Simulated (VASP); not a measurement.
# Ti3Al (vib) (Fm-3m) in VASP: notebook, part 2 of 2

VASP 6.6.1.

### Step 3. Single point, LDA

This run uses another cell than the first one, of 16.88 Å³/atom, 1.082 times its volume.

INCAR reads:

```
SYSTEM = Ti3Al
PREC = Accurate ; ENCUT = 520
EDIFF = 1E-6 ; ISMEAR = 0
SIGMA = 0.1 ; LREAL = .False.
LASPH = .True. ; NELM = 80
ALGO = Fast ; ISIF = 2
LWAVE = .False. ; LCHARG = .True.
GGA = CA ; LELF = .True.
LVHAR = .True. ; NBANDS = 28
```

KPOINTS reads:

```
regular mesh
0
Gamma
  6 6 6
  0 0 0
```

POSCAR reads:

```
Ti3Al
1.0
    0.0000000000      3.2317810000      3.2317810000
    3.2317810000      0.0000000000      3.2317810000
    3.2317810000      3.2317810000      0.0000000000
Ti Al
3 1
Direct
    0.7500000000      0.7500000000      0.7500000000
    0.2500000000      0.2500000000      0.2500000000
    0.0000000000      0.0000000000      0.0000000000
    0.5000000000      0.5000000000      0.5000000000
```

Potentials or basis: VASP PAW LDA potentials, release 64 (Ti_sv, Al).

On the command line:

```bash
$ cat potpaw_LDA.64/Ti_sv/POTCAR potpaw_LDA.64/Al/POTCAR > POTCAR
$ mpirun -np 1 vasp_std > vasp.out
```

OUTCAR:

```text
SYSTEM = Ti3Al
   PREC = Accurate
   ENCUT = 520
   EDIFF = 1E-6
   ISMEAR = 0
   LREAL = .False.
   LASPH = .True.
   NELM = 80
   ISIF = 2
   GGA = CA

 ion  position               nearest neighbor table
   1  0.750  0.750  0.750-   4 2.80   4 2.80   4 2.80   3 2.80   4 2.80   3 2.80   3 2.80   3 2.80

   2  0.250  0.250  0.250-   3 2.80   3 2.80   3 2.80   3 2.80   4 2.80   4 2.80   4 2.80   4 2.80

   3  0.000  0.000  0.000-   1 2.80   1 2.80   1 2.80   1 2.80   2 2.80   2 2.80   2 2.80   2 2.80

[... 689 lines left out ...]
  --------------------------------------------------------------------------------------
  -------------------------------------------------------------------------------------
  Total       -3.6441231     -3.6441231     -3.6441231     -0.0000000      0.0000000     -0.0000000
  in kB      -86.4864077    -86.4864077    -86.4864077     -0.0000000      0.0000000     -0.0000000
  external PRESSURE =     -86.4864077 kB  Pullay stress =       0.0000000 kB

 VOLUME and BASIS-vectors are now :
 -----------------------------------------------------------------------------
  energy-cutoff  :      520.00
  volume of cell :       67.51
      direct lattice vectors                 reciprocal lattice vectors
     0.000000000  3.231781000  3.231781000    -0.154713454  0.154713454  0.154713454
     3.231781000  0.000000000  3.231781000     0.154713454 -0.154713454  0.154713454
     3.231781000  3.231781000  0.000000000     0.154713454  0.154713454 -0.154713454

 POSITION                                       TOTAL-FORCE (eV/Angst)
 -----------------------------------------------------------------------------------
      4.84767      4.84767      4.84767        -0.000000     -0.000000     -0.000000
      1.61589      1.61589      1.61589         0.000000      0.000000      0.000000
      0.00000      0.00000      0.00000        -0.000000      0.000000      0.000000
      3.23178      3.23178      3.23178        -0.000000      0.000000      0.000000
 -----------------------------------------------------------------------------------
    total drift:                                0.000000      0.000000      0.000000

  FREE ENERGIE OF THE ION-ELECTRON SYSTEM (eV)
  ---------------------------------------------------
  free  energy   TOTEN  =       -30.3407104043 eV

  energy  without entropy=      -30.3026966546  energy(sigma->0) =      -30.32170353
```

OSZICAR:

```text
N       E                     dE             d eps       ncg     rms          rms(c)
DAV:   1     0.455033311018E+03    0.45503E+03   -0.19216E+04   896   0.159E+03
DAV:   2     0.154634899899E+02   -0.43957E+03   -0.43197E+03   900   0.491E+02
DAV:   3    -0.303055603776E+02   -0.45769E+02   -0.44839E+02  1664   0.138E+02
[... 26 lines left out ...]
RMM:  30    -0.303407055968E+02   -0.25406E-05   -0.28396E-05   977   0.164E-02    0.154E-03
RMM:  31    -0.303407073373E+02   -0.17405E-05   -0.20492E-05  1034   0.152E-02    0.126E-03
RMM:  32    -0.303407086760E+02   -0.13387E-05   -0.15826E-05  1049   0.140E-02    0.270E-04
RMM:  33    -0.303407096530E+02   -0.97702E-06   -0.11550E-05   913   0.121E-02    0.228E-04
RMM:  34    -0.303407104043E+02   -0.75131E-06   -0.89940E-06   907   0.111E-02
   1 F= -.30340710E+02 E0= -.30321704E+02  d E =-.380137E-01
```

stdout:

```text
POSCAR found type information on POSCAR TiAl
 POSCAR found :  2 types and       4 ions
 scaLAPACK will be used
 LDA part: xc-table for (Slater(with rela. corr.)+CA(PZ))
 , standard interpolation
 POSCAR, INCAR and KPOINTS ok, starting setup
 FFT: planning ... GRIDC
 FFT: planning ... GRID_SOFT
 FFT: planning ... GRID
 WAVECAR not read
 entering main loop
WARNING in EDDRMM: call to ZHEGV failed, returncode =   8  4      5
```

It took 41 s on 1 thread of Intel Xeon 6975P-C (Granite Rapids), shared host; peak memory 0.18 GiB.

Results:

```
Free energy : -30.3407 eV
Pressure    : -8.6 GPa
```

Levels at points of the mesh, in eV from the Fermi level:
```
           k point  band 17  band 18  band 19  band 20  band 21  band 22
(0.00, 0.00, 0.00)    -1.61    -1.61     0.03     0.03     0.03     2.24
(0.50, 0.00, 0.00)    -0.38    -0.30    -0.30    -0.02    -0.02     0.78
(0.50, 0.50, 0.00)    -0.55    -0.55    -0.10    -0.10    -0.10     1.12
```
